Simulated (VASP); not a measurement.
Set up this calculation in VASP 6.6.1, as the native input.

| Property | Result |
| --- | --- |
| Task | relaxation of cell and atoms |
| Functional | RPBE |
| Dispersion | D4 |
| Potentials or basis | VASP PAW PBE potentials, release 64 (Pd) |
| Cutoff | 600 eV |
| k mesh | 12 × 12 × 12 |
| Occupations | fermi-dirac, width 0.05 eV |
| Spin | no spin polarisation |
| Dipole correction | no |
| Further INCAR settings | ALGO = Normal; EDIFF = 1e-06; IBRION = 2; EDIFFG = -0.02; NSW = 80; ISIF = 3 |

The structure of Pd lies in POSCAR:

```
Pd
1.0
    0.0000000000      1.9465000000      1.9465000000
    1.9465000000      0.0000000000      1.9465000000
    1.9465000000      1.9465000000      0.0000000000
Pd
1
Direct
    0.0000000000      0.0000000000      0.0000000000
```

The input as run:

INCAR

```
ALGO     = Normal         # electronic algorithm
EDIFF    = 1E-6           # SCF threshold, eV
EDIFFG   = -0.02          # ionic threshold
ENCUT    = 600            # plane-wave cutoff, eV
GGA      = RP             # functional
IBRION   = 2              # ionic algorithm
ISIF     = 3              # what is computed and relaxed
ISMEAR   = -1             # smearing method
IVDW     = 13             # dispersion correction
LASPH    = T              # aspherical terms in the spheres
LCHARG   = F              # write CHGCAR
LREAL    = F              # projectors in reciprocal space
LWAVE    = F              # write WAVECAR
NELM     = 100            # most SCF steps
NSW      = 80             # ionic steps
PREC     = Accurate       # precision mode
SIGMA    = 0.05           # smearing width, eV
```

KPOINTS

```
k-points
0
Gamma
  12 12 12
```

Potentials or basis: VASP PAW PBE potentials, release 64 (Pd).

Run with:

```console
$ cat potpaw_PBE.64/Pd/POTCAR > POTCAR
$ mpirun -np 1 vasp_std > vasp.out
```

Results of the run:

The relaxed volume is 14.87 Å³/atom. The relaxed cell is a = 2.760 Å, b = 2.760 Å, c = 2.760 Å, α = 60.00°, β = 60.00°, γ = 60.00°, the space group after relaxing (to 0.05 Å) is Fm-3m (No. 225) and the energy gained by relaxing is 0.6 meV/atom. The ionic steps are 3 and the pressure after relaxing is 0.0 GPa. The band gap on the k mesh is zero (band 5 reaches 10.02 eV, above the bottom of band 6 at 8.46 eV). The dispersion energy per atom is -0.949 eV.

Caveat: the PAW data sets were made with another functional, which shifts forces and pressure a little; pairwise dispersion overbinds metals, which lowers pressure and volume.

Run time: 30 s on 1 thread of AMD EPYC 7R43 64-Core Processor (Zen 3) (shared host), peak memory 0.11 GiB.
